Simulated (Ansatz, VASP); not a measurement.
## Rh: VASP beside Ansatz

INCAR

```
  PREC = Accurate
  ENCUT = 520
  EDIFF = 1E-6
  ISMEAR = -1
  SIGMA = 0.05
  LREAL = False
  LASPH = True
  NELM = 80
  ALGO = Normal
  ISIF = 2
  LWAVE = False
  LCHARG = False
  GGA = RP
  NBANDS = 14
```

KPOINTS

```
regular mesh
0
Gamma
  12 12 12
```

The input POSCAR:

```
Rh
1.0
    0.0000000000      1.8978500000      1.8978500000
    1.8978500000      0.0000000000      1.8978500000
    1.8978500000      1.8978500000      0.0000000000
Rh
1
Direct
    0.0000000000      0.0000000000      0.0000000000
```

input.yaml

```yaml
crystal:
  lattice:
    - [0.0, 1.89785, 1.89785]
    - [1.89785, 0.0, 1.89785]
    - [1.89785, 1.89785, 0.0]
  atoms:
    - { symbol: Rh, position: [0.0, 0.0, 0.0] }
kpoints:
  mp_grid: { grid: [12, 12, 12] }
  band_path:
    path:
      - [0.0, 0.0, 0.0]
      - [0.5, 0.0, 0.5]
      - [0.5, 0.25, 0.75]
      - [0.375, 0.375, 0.75]
      - [0.0, 0.0, 0.0]
      - [0.5, 0.5, 0.5]
      - [0.625, 0.25, 0.625]
      - [0.5, 0.25, 0.75]
    npoints: 10
scf:
  occupations: { method: fermi_dirac, width: 0.05 }
hamiltonian:
  xc: rpbe
  pseudopotentials: { kind: all_electron, lapw: { basis_error: 0.001 } }
output:
  forces: true
  stress: true
  eigenvalues: true
```

Alike in both runs: functional RPBE; k mesh 12 × 12 × 12; occupations fermi-dirac, width 0.05 eV; no spin polarisation.

|  | VASP | Ansatz |
| --- | --- | --- |
| version | VASP 6.6.1 | Ansatz 0.2.0 |
| potentials or method | VASP PAW PBE potentials, release 64 (Rh_pv), cutoff 520 eV | all-electron LAPW, scalar-relativistic |
| task | single point | band structure |

Ansatz gave:

```
gap on the k mesh at the Fermi level (eV) : none
pressure (GPa)                            : 12.0
```

Task: Estimate VASP's values.

Result: gap on the k mesh at the Fermi level (eV): none; pressure (GPa): 12.2.

VASP's potentials were made for PBE, not for RPBE. A gap of «none» marks a metal or a gap that the smearing closes. Ansatz ran all-electron here, and VASP with PAW potentials.
